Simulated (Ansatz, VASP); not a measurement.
## HgPt3 in VASP and in Ansatz

```xyz
4
Lattice="2.8396 -3.8707 0.0000 2.8396 3.8707 0.0000 0.0000 0.0000 2.8311" Properties=species:S:1:pos:R:3 pbc="T T T"
Hg    0.0000    0.0000    0.0000
Pt    2.8396    0.0000    0.0000
Pt    1.4198    1.9353    1.4156
Pt    1.4198   -1.9353    1.4156
```

Alike in both runs: task single point; functional LDA; k mesh 5 × 5 × 8; no spin polarisation.

```csv
,VASP,Ansatz
version,VASP 6.6.1,Ansatz 0.2.0
potentials or method,"VASP PAW LDA potentials, release 64 (Hg, Pt), cutoff 520 eV","plane waves, PAW"
occupations,"gaussian, width 0.1 eV",gaussian
valence electrons in the cell,42,74
```

Ansatz gave:

```
pressure (GPa)                                                : 1.3
traceless stress, the component that is largest in VASP (GPa) : -1.12
```

Question: Which values does VASP return?

Answer: Pressure (GPa): 3.2; traceless stress, the component that is largest in VASP (GPa): -1.17.

LDA's correlation is that of Perdew and Zunger in VASP and of Perdew and Wang (1992) in Ansatz. VASP's potentials hold 42 valence electrons a cell and Ansatz's 74, so a difference there can come from the potentials and not from the codes. Ansatz's warnings: stress scf threshold loose.

Spin-orbit coupling is off throughout.
